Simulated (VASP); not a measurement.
Input of a VASP 6.6.1 run:

Contents of INCAR:

```
SYSTEM = As
PREC = Accurate ; ENCUT = 520
EDIFF = 1E-6 ; ISMEAR = -1
SIGMA = 0.1 ; LREAL = .False.
LASPH = .True. ; NELM = 100
ALGO = Normal ; ISIF = 2
LWAVE = .False. ; LCHARG = .True.
GGA = RE ; LELF = .True.
LVHAR = .True. ; NBANDS = 12
```

File KPOINTS:

```
regular mesh
0
Gamma
  13 13 8
  0 0 0
```

POSCAR

```
As
1.0
    3.0075705459      0.0000000000      0.0000000000
   -1.5037852729      2.6046324965      0.0000000000
    0.0000000000      0.0000000000      4.5862919359
As
2
Direct
    0.3333333333      0.6666666667      0.2500000000
    0.6666666667      0.3333333333      0.7500000000
```

Potentials or basis: VASP PAW PBE potentials, release 64 (As).

The run is started by

```bash
$ cat potpaw_PBE.64/As/POTCAR > POTCAR
$ mpirun -np 1 vasp_std > vasp.out
```

(1) What does it give for the pressure?

(2) Predict the band gap on the k mesh.

## Answers

(1) 7.9 GPa.

(2) zero (band 5 reaches 11.80 eV, above the bottom of band 6 at 3.54 eV).

Caveat: the PAW data sets were made with another functional, which shifts forces and pressure a little.
